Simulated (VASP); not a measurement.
Runs of VASP 6.6.1 on Ti. The structure is that of space group I4/mmm (No. 139), or close to it. The cells are those of the table. 

```csv
cell,further INCAR settings,gap on the mesh (eV),pressure (GPa)
"a = 2.834, b = 2.834, c = 2.941 Å, angles 58.7, 58.7, 62.5°, 1 atom",ALGO = Fast; EDIFF = 1e-06; NBANDS = 12,none,-4.6
"a = 2.810, b = 2.810, c = 3.018 Å, angles 57.5, 57.5, 65.0°, 1 atom",ALGO = Fast; EDIFF = 1e-06; NBANDS = 12,none,(b)
"a = 2.643, b = 2.643, c = 3.164 Å, angles 53.2, 53.2, 73.5°, 1 atom",ALGO = Fast; EDIFF = 1e-06; NBANDS = 12,none,16.9
"a = 2.797, b = 2.797, c = 2.903 Å, angles 58.7, 58.7, 62.5°, 1 atom",ALGO = Fast; EDIFF = 1e-07; NBANDS = 12,none,-0.1
"a = 2.721, b = 2.721, c = 3.015 Å, angles 56.4, 56.4, 67.3°, 1 atom",ALGO = Fast; EDIFF = 1e-07; NBANDS = 12,none,(a)
```

Alike in all rows: task single point; level LDA; potentials or basis VASP PAW LDA potentials, release 64 (Ti_sv); no spin polarisation; k mesh 22 × 22 × 22; cutoff (eV) 520; smearing gaussian 0.15 eV.

Task: Estimate the missing entries.

Result: (a) 4.2; (b) -4.7.

Caveats: the cell stands under tension (at least some runs); the cell stands under pressure (at least some runs).

A gap of «none» marks levels without a gap at the run's occupations.
